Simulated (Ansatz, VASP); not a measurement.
## Two plane-wave programs on TiS2

The input POSCAR:

```
TiS2
1.0
    3.4106015668      0.0000000000      0.0000000000
   -1.7053007834      2.9536675990      0.0000000000
    0.0000000000      0.0000000000      5.7387203108
Ti S
1 2
Direct
    0.0000000000      0.0000000000      0.0000000000
    0.3333333333      0.6666666667      0.2449123130
    0.6666666667      0.3333333333      0.7550876870
```

File INCAR.step1:

```
  PREC = Accurate
  ENCUT = 400
  EDIFF = 1E-5
  ISMEAR = -1
  SIGMA = 0.02
  LREAL = False
  LASPH = True
  NELM = 120
  ALGO = Normal
  ISIF = 2
  LWAVE = True
  GGA = PE
  NBANDS = 19
  GGA_COMPAT = False
```

File INCAR.step2:

```
  PREC = Accurate
  ENCUT = 400
  EDIFF = 1E-6
  ISMEAR = -1
  SIGMA = 0.02
  LREAL = False
  LASPH = True
  NELM = 120
  ALGO = Normal
  ISIF = 2
  LWAVE = False
  LCHARG = True
  GGA = PE
  LHFCALC = True
  HFSCREEN = 0.2079
  PRECFOCK = Normal
  LELF = True
  LVHAR = True
  ISTART = 1
  NBANDS = 19
  GGA_COMPAT = False
```

File KPOINTS:

```
regular mesh
0
Gamma
  6 6 4
```

Input for Ansatz:

```yaml
crystal:
  lattice:
    - [3.4106015668, 0.0, 0.0]
    - [-1.7053007834, 2.953667599, 0.0]
    - [0.0, 0.0, 5.7387203108]
  atoms:
    - { symbol: Ti, position: [0.0, 0.0, 0.0] }
    - { symbol: S, position: [0.3333333333, 0.6666666667, 0.244912313] }
    - { symbol: S, position: [0.6666666667, 0.3333333333, 0.755087687] }
kpoints:
  mp_grid: { grid: [6, 6, 4] }
  band_path:
    path:
      - [0.0, 0.0, 0.0]
      - [0.5, 0.0, 0.0]
      - [0.3333333333, 0.3333333333, 0.0]
      - [0.0, 0.0, 0.5]
      - [0.5, 0.0, 0.5]
      - [0.3333333333, 0.3333333333, 0.5]
    npoints: 1
hamiltonian:
  xc: hse06
scf:
  occupations: { method: fermi_dirac, width: 0.02 }
  n_extra_bands: 4
output:
  forces: true
  stress: true
  eigenvalues: true
  write_density: true
  write_potential: true
  elf: true
  volumetric_format: npy
```

Alike in both runs: task single point; functional HSE06; k mesh 6 × 6 × 4; occupations fermi-dirac, width 0.02 eV; no spin polarisation.

|  | VASP | Ansatz |
| --- | --- | --- |
| version | VASP 6.6.1 | Ansatz 0.2.0 |
| potentials or method | VASP PAW PBE potentials, release 64 (Ti_sv, S) | plane waves, PAW |
| plane-wave cutoff (eV) | 400 | 420 |
| valence electrons in the cell | 24 | 24 |

Ansatz gave:

| Item | Value |
| --- | --- |
| pressure (GPa) | 0.0 |
| traceless stress, the component that is largest in VASP (GPa) | 0.26 |
| rms of the force components (eV/Å) | 0.112 |

Which values does VASP return?

Pressure (GPa): -0.4; traceless stress, the component that is largest in VASP (GPa): 0.32; rms of the force components (eV/Å): 0.111.

Atom by atom the forces differ by 0.002 eV/Å (rms over components). With one functional, cell and mesh, what is left measures potentials, basis and numerics. Ansatz's warnings: stress exchange threshold loose, stress scf threshold loose.
